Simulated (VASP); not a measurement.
# C (P-1) in VASP: a series of runs

Runs on C. Level: PBEsol+D3(BJ). Tasks: single point.

All numbers are computed with VASP 6.6.1; they aren't measurements. Logs are shortened: lines on timing, memory, paths and dates and some standing lists are left out, and cuts for length are marked.

**1. The cell of the first run**

The typed cell holds 2 atoms: a = 3.666 Å, b = 3.666 Å, c = 3.666 Å, α = 40.20°, β = 40.20°, γ = 40.20°.

**2. Single point, PBEsol+D3(BJ) (atoms displaced along a vibrational mode, the cell strained)**

INCAR reads:

```
PREC = Accurate ; ENCUT = 520
EDIFF = 1E-7 ; ISMEAR = 0
SIGMA = 0.05 ; LREAL = F
LASPH = T ; NELM = 60
ALGO = Normal ; ISIF = 2
LWAVE = F ; LCHARG = F
GGA = PS ; IVDW = 12
NBANDS = 11
```

KPOINTS reads:

```
regular mesh
0
Gamma
  15 15 15
```

POSCAR reads:

```
C
1.0
    1.2597722633      0.7273298553      3.3650427020
   -1.2597722633      0.7273298553      3.3650427020
    0.0000000000     -1.4546597106      3.3650427021
C
2
Direct
    0.1421744425      0.1909927899      0.1665836162
    0.8578255575      0.8090072101      0.8334163838
```

Potentials or basis: VASP PAW PBE potentials, release 64 (C).

Command:

```
$ cat potpaw_PBE.64/C/POTCAR > POTCAR
$ mpirun -np 1 vasp_std > vasp.out
```

OUTCAR:

```text
PREC = Accurate
   ENCUT = 520
   EDIFF = 1E-7
   ISMEAR = 0
   LREAL = F
   LASPH = T
   NELM = 60
   ISIF = 2
   GGA = PS
   IVDW = 12
 IVDW          = 12

 ion  position               nearest neighbor table
   1  0.142  0.191  0.167-   2 1.35   2 1.46   2 1.56
   2  0.858  0.809  0.833-   1 1.35   1 1.46   1 1.56

  LATTYP: Found a trigonal (rhomboedric) cell.
 ALAT       =     3.6659988080
 COS(alpha) =     0.7638274379

  Lattice vectors:

 A1 = (   1.2597722633,   0.7273298553,   3.3650427020)
 A2 = (  -1.2597722633,   0.7273298553,   3.3650427020)
 A3 = (   0.0000000000,  -1.4546597106,   3.3650427021)

Analysis of symmetry for initial positions (statically):
=====================================================================
 Subroutine PRICEL returns:
 Original cell was already a primitive cell.

 Routine SETGRP: Setting up the symmetry group for a
 trigonal (rhombohedral) supercell.

 Subroutine GETGRP returns: Found  2 space group operations
 (whereof  2 operations were pure point group operations)
 out of a pool of 12 trial point group operations.

The static configuration has the point symmetry S_2 .

Analysis of symmetry for dynamics (positions and initial velocities):
=====================================================================
 Subroutine PRICEL returns:
 Original cell was already a primitive cell.

 Routine SETGRP: Setting up the symmetry group for a
 trigonal (rhombohedral) supercell.

 Subroutine GETGRP returns: Found  2 space group operations
 (whereof  2 operations were pure point group operations)
 out of a pool of 12 trial point group operations.

The dynamic configuration has the point symmetry S_2 .

 Subroutine INISYM returns: Found  2 space group operations
 (whereof  2 operations are pure point group operations),
 and found     1 'primitive' translations

----------------------------------------------------------------------------------------

                                     Primitive cell

  volume of cell :      18.4997

  direct lattice vectors                    reciprocal lattice vectors
     1.259772263  0.727329855  3.365042702     0.396897133  0.229148667  0.099057683
    -1.259772263  0.727329855  3.365042702    -0.396897133  0.229148667  0.099057683
     0.000000000 -1.454659711  3.365042702     0.000000000 -0.458297334  0.099057683

  length of vectors
     3.665998808  3.665998808  3.665998808     0.468880444  0.468880444  0.468880444

  position of ions in fractional coordinates (direct lattice)
     0.142174442  0.190992790  0.166583616
     0.857825558  0.809007210  0.833416384

[... 85 lines left out ...]
   TEBEG  =    0.0;   TEEND  =   0.0 temperature during run
   PSTRESS=    0.0 pullay stress
   NELECT =       8.0000    total number of electrons
   NUPDOWN=      -1.0000    fix difference up-down
   EMIN   =  10.00;   EMAX   =-10.00  energy-range for DOS
   EFERMI =   0.00;   METHOD = LEGACY
   ISMEAR =     0;   SIGMA  =   0.05  broadening in eV -4-tet -1-fermi 0-gaus
   EFERMI_NEDOS =   21; number of points for ismear=-14 and -15
   IALGO  =     38    algorithm
   IMIX   =      4    mixing-type and parameters
     AMIX     =   0.40;   BMIX     =  1.00
     AMIX_MAG =   1.60;   BMIX_MAG =  1.00
  volume/ion in A,a.u.               =       9.25        62.42
  Fermi-wavevector in a.u.,A,eV,Ry     =   1.237988  2.339458 20.852480  1.532614
  Thomas-Fermi vector in A             =   2.372532
   LORBIT       =      0    0 simple, 1 ext, 2 COOP (PROOUT), +10 PAW based schemes
   GGA     = PS    functional components
   LHFCALC =     F    Hartree Fock is set to
   AEXX    =    0.0000 exact exchange contribution
   IVDW    =    12    specifies the selected vdW correction
   LEPSILON=     F    determine dielectric tensor
   LRPA    =     F    only Hartree local field effects (RPA)
 non-spin polarized calculation
 Gauss-broadening in eV      SIGMA  =   0.05
  energy-cutoff  :      520.00
  volume of cell :       18.50
 maximum number of plane-waves:       517
   NGX = 13   NGY = 13   NGZ = 13

 number of electron       8.0000000 magnetization

 Free energy of the ion-electron system (eV)
  ---------------------------------------------------
  ext. energy  EPLUGINS =         0.00000000
  ---------------------------------------------------
  free energy    TOTEN  =       -18.86578870 eV

  energy without entropy =      -18.86575997  energy(sigma->0) =      -18.86577434

 E-fermi :   4.1221     XC(G=0): -10.3830

 val. band max:        4.0744037110   @ k =   0.0667  -0.2667   0.3333
 cond. band min:       4.1585042315   @ k =   0.2000  -0.1333   0.4667
 fundamental gap:      0.0841005205
 Fermi energy:         4.1220593783

 k-point     1 :       0.0000    0.0000    0.0000
  band No.  band energies     occupation
      1     -14.9447      2.00000
      2      -1.9868      2.00000
      3      -0.4549      2.00000
      4       3.0272      2.00000
      5       8.4751      0.00000
      6       9.8472      0.00000
      7      14.0928      0.00000
      8      14.8945      0.00000
      9      15.8827      0.00000
     10      25.6724      0.00000
     11      28.6380      0.00000
[... 309 lines left out ...]
 k-point    24 :      -0.0667    0.0000   -0.0667
  band No.  band energies     occupation
      1     -14.8390      2.00000
      2      -1.9175      2.00000
      3      -0.7557      2.00000
      4       2.6668      2.00000
      5       8.6918      0.00000
      6      10.3295      0.00000
      7      13.9934      0.00000
      8      14.5033      0.00000
      9      16.1668      0.00000
     10      26.0267      0.00000
     11      28.4154      0.00000

 [... further k-points ...]

------------------------ aborting loop because EDIFF is reached ----------------------------------------

 Edisp (eV)   -0.21637

 E8    (eV) :    -0.1052

  FORCE on cell =-STRESS in cart. coord.  units (eV):
  Direction    XX          YY          ZZ          XY          YZ          ZX
  --------------------------------------------------------------------------------------
  -------------------------------------------------------------------------------------
  Total      -2.03544    -2.36712    -0.07921    -0.92443     0.00300    -0.00518
  in kB    -176.28022  -205.00564    -6.85971   -80.06094     0.26006    -0.44858
  external pressure =     -129.38 kB  Pullay stress =        0.00 kB

 VOLUME and BASIS-vectors are now :
 -----------------------------------------------------------------------------
  energy-cutoff  :      520.00
  volume of cell :       18.50
      direct lattice vectors                 reciprocal lattice vectors
     1.259772263  0.727329855  3.365042702     0.396897133  0.229148667  0.099057683
    -1.259772263  0.727329855  3.365042702    -0.396897133  0.229148667  0.099057683
     0.000000000 -1.454659711  3.365042702     0.000000000 -0.458297334  0.099057683

 POSITION                                       TOTAL-FORCE (eV/Angst)
 -----------------------------------------------------------------------------------
     -0.06150      0.00000      1.68168         5.611834     -0.794741      0.005090
      0.06150      0.00000      8.41345        -5.611834      0.794741     -0.005090
 -----------------------------------------------------------------------------------
    total drift:                               -0.000000     -0.000000      0.000000

  FREE ENERGIE OF THE ION-ELECTRON SYSTEM (eV)
  ---------------------------------------------------
  free  energy   TOTEN  =       -19.0821609690 eV

  energy  without entropy=      -19.0821322347  energy(sigma->0) =      -19.08214660
```

stdout:

```text
POSCAR found type information on POSCAR C
 POSCAR found :  1 types and       2 ions
 scaLAPACK will be used
 -----------------------------------------------------------------------------
|                                                                             |
|                                                                             |
|     You enforced a specific xc type in the INCAR file but a different       |
|     I HOPE YOU KNOW WHAT YOU ARE DOING!                                     |
|                                                                             |
 -----------------------------------------------------------------------------

 LDA part: xc-table for (Slater+PW92), standard interpolation
 POSCAR, INCAR and KPOINTS ok, starting setup
 FFT: planning ... GRIDC
 FFT: planning ... GRID_SOFT
 FFT: planning ... GRID
 WAVECAR not read
 entering main loop
```

Run time: 5.1 min. Hardware: 1 thread of Intel Xeon Platinum 8488C (Sapphire Rapids), shared host; peak memory 0.39 GiB.

Results:

- Free energy: -19.0822 eV
- Pressure: -12.9 GPa
- Largest force: 5.668 eV/Å
- Dispersion energy per atom: -0.108 eV

Forces in eV/Å, atoms in the order of the input:
```
C    5.612 -0.795  0.005
C   -5.612  0.795 -0.005
```

Caveat: the cell differs from its parent crystal (atoms displaced along a vibrational mode, the cell strained); the stress differs along the axes, from -21 to -1 GPa; the PAW data sets were made with another functional, which shifts forces and pressure a little.

**3. Single point, PBEsol+D3(BJ) (atoms displaced along a vibrational mode, the cell strained)**

INCAR reads:

```
SYSTEM = C
ALGO = Normal
EDIFF = 1E-6
ENCUT = 520
GGA = PS
ISIF = 2
ISMEAR = 0
IVDW = 12
LASPH = .True.
LCHARG = .False.
LREAL = .False.
LWAVE = .False.
NBANDS = 11
NELM = 100
PREC = Accurate
SIGMA = 0.05
```

KPOINTS reads:

```
k-points
0
Gamma
  15 15 15
  0 0 0
```

POSCAR reads:

```
C
1.0
    1.2597722633      0.7273298553      3.3650427020
   -1.2597722633      0.7273298553      3.3650427020
    0.0000000000     -1.4546597106      3.3650427021
C
2
Direct
    0.1503108337      0.1828563987      0.1665836162
    0.8496891663      0.8171436013      0.8334163838
```

Potentials or basis: VASP PAW PBE potentials, release 64 (C).

Command:

```
$ cat potpaw_PBE.64/C/POTCAR > POTCAR
$ mpirun -np 1 vasp_std > vasp.out
```

Run time: 4.8 min. Hardware: 1 thread of Intel Xeon Platinum 8488C (Sapphire Rapids), shared host; peak memory 0.4 GiB.

Results (log left out):

| Item | Value |
| --- | --- |
| Free energy | -19.2742 eV |
| Pressure | -16.2 GPa |
| Largest force | 3.767 eV/Å |
| Dispersion energy per atom | -0.108 eV |

Forces in eV/Å, atoms in the order of the input:
```
C    3.751 -0.350  0.010
C   -3.751  0.350 -0.010
```

Stress tensor (GPa, compression positive):
```
-23.33  -5.03  -0.04
 -5.03 -24.66  -0.02
 -0.04  -0.02  -0.57
```

Caveat: the cell differs from its parent crystal (atoms displaced along a vibrational mode, the cell strained); the stress differs along the axes, from -25 to -1 GPa; the PAW data sets were made with another functional, which shifts forces and pressure a little.
